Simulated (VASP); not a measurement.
P3N: single point with PBE

P3N:

```
P N
1.0
     3.67806    0.00000    0.00000
     0.00000    3.67806    0.00000
     0.00000    0.00000    3.67806
P N
3 1
Direct
  0.00000 0.50000 0.50000
  0.50000 0.00000 0.50000
  0.50000 0.50000 0.00000
  0.00000 0.00000 0.00000
```

The cell was generated, and may not be a known phase.

```yaml
Program: VASP 6.6.1
Task: single point
Functional: PBE
Potentials_or_basis: VASP PAW PBE potentials, release 64 (P, N)
Cutoff: 520 eV
k_mesh: 12 × 12 × 12
Occupations: gaussian, width 0.1 eV
Spin: no spin polarisation
Dipole_correction: no
Further_INCAR_settings: ALGO = Normal; EDIFF = 1e-06; NBANDS = 18
```

| Quantity | Value |
| --- | --- |
| Pressure | -0.2 GPa |
| Band gap on the k mesh | zero (bands 10 and 11 overlap by 3.35 eV) |

Levels at points of the mesh, in eV from the Fermi level:
```csv
k point,band 6,band 7,band 8,band 9,band 10,band 11,band 12,band 13,band 14,band 15
"(0.00, 0.00, 0.00)",-6.70,-6.70,-0.43,-0.43,-0.43,1.68,1.68,1.68,3.42,5.78
"(0.50, 0.00, 0.00)",-4.47,-4.26,-4.26,-2.89,-1.60,1.41,1.54,1.54,2.19,3.95
"(0.50, 0.50, 0.00)",-2.65,-2.47,-2.30,-2.30,-2.22,-1.52,-1.52,2.75,2.75,5.36
"(0.50, 0.50, 0.50)",-7.79,-7.79,-7.79,1.83,1.83,1.83,6.09,6.09,6.64,6.64
```

It took 76 s on 1 thread of Intel(R) Xeon(R) Platinum 8259CL CPU @ 2.50GHz (Skylake/Cascade Lake), on a shared host, peak memory 0.19 GiB.
